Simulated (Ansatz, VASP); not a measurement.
ZnS in VASP and in Ansatz

INCAR

```
SYSTEM = ZnS
PREC = Accurate ; ENCUT = 520
EDIFF = 1E-6 ; ISMEAR = -1
SIGMA = 0.05 ; LREAL = .FALSE.
LASPH = .TRUE. ; NELM = 60
ALGO = Normal ; ISIF = 2
LWAVE = .FALSE. ; LCHARG = .FALSE.
GGA = B5 ; ALDAX = 1.0
AGGAX = 1.0 ; AGGAC = 1.0
ALDAC = 0.0 ; IVDW = 12
VDW_S6 = 1.0 ; VDW_S8 = 2.6996
VDW_A1 = 0.4298 ; VDW_A2 = 4.2359
NBANDS = 66
```

The input KPOINTS:

```
regular mesh
0
G
  8 8 2
  0 0 0
```

File POSCAR:

```
ZnS
1.0
    3.8621636474      0.0000000000      0.0000000000
   -1.9310818237      3.3447318322      0.0000000000
    0.0000000000      0.0000000000     18.9359391258
Zn S
6 6
Direct
    0.3333333333      0.6666666667      0.8333300000
    0.6666666667      0.3333333333      0.3333300000
    0.6666666667      0.3333333333      0.6666700000
    0.3333333333      0.6666666667      0.1666700000
    0.0000000000      0.0000000000      0.5000000000
    0.0000000000      0.0000000000      0.0000000000
    0.3333333333      0.6666666667      0.9583300000
    0.6666666667      0.3333333333      0.4583300000
    0.6666666667      0.3333333333      0.7916700000
    0.3333333333      0.6666666667      0.2916700000
    0.0000000000      0.0000000000      0.6250000000
    0.0000000000      0.0000000000      0.1250000000
```

The input input.yaml:

```yaml
crystal:
  lattice:
    - [3.8621636474, 0.0, 0.0]
    - [-1.9310818237, 3.3447318322, 0.0]
    - [0.0, 0.0, 18.9359391258]
  atoms:
    - { symbol: Zn, position: [0.3333333333, 0.6666666667, 0.83333] }
    - { symbol: Zn, position: [0.6666666667, 0.3333333333, 0.33333] }
    - { symbol: Zn, position: [0.6666666667, 0.3333333333, 0.66667] }
    - { symbol: Zn, position: [0.3333333333, 0.6666666667, 0.16667] }
    - { symbol: Zn, position: [0.0, 0.0, 0.5] }
    - { symbol: Zn, position: [0.0, 0.0, 0.0] }
    - { symbol: S, position: [0.3333333333, 0.6666666667, 0.95833] }
    - { symbol: S, position: [0.6666666667, 0.3333333333, 0.45833] }
    - { symbol: S, position: [0.6666666667, 0.3333333333, 0.79167] }
    - { symbol: S, position: [0.3333333333, 0.6666666667, 0.29167] }
    - { symbol: S, position: [0.0, 0.0, 0.625] }
    - { symbol: S, position: [0.0, 0.0, 0.125] }
hamiltonian:
  xc: blyp
  pseudopotentials: { kind: paw }
  dispersion: d3bj
kpoints:
  mp_grid: { grid: [8, 8, 2] }
scf:
  occupations: { method: fermi_dirac, width: 0.05 }
output:
  forces: true
  stress: true
  eigenvalues: true
```

Alike in both runs: task single point; functional BLYP; dispersion D3(BJ); k mesh 8 × 8 × 2; occupations fermi-dirac, width 0.05 eV; no spin polarisation.

|  | VASP | Ansatz |
| --- | --- | --- |
| version | VASP 6.6.1 | Ansatz 0.2.0 |
| potentials or method | VASP PAW PBE potentials, release 64 (Zn, S) | Ansatz PAW |
| plane-wave cutoff (eV) | 520 | 420 |
| valence electrons in the cell | 108 | 108 |

|  | VASP | Ansatz | Ansatz less VASP |
| --- | --- | --- | --- |
| gap on the k mesh at the Fermi level (eV) | 1.99 | 1.96 | -0.032 |
| least direct gap on the mesh (eV) | 1.99 | 1.96 | -0.032 |
| pressure (GPa) | -2.8 | -2.9 | -0.14 |
| traceless stress, the component that is largest in VASP (GPa) | 0.09 | 0.08 | -0.007 |
| rms of the force components (eV/Å) | 0.013 | 0.013 | -0.0001 |

VASP's potentials were made for PBE, not for BLYP. Atom by atom the forces differ by 0.000 eV/Å (rms over components).
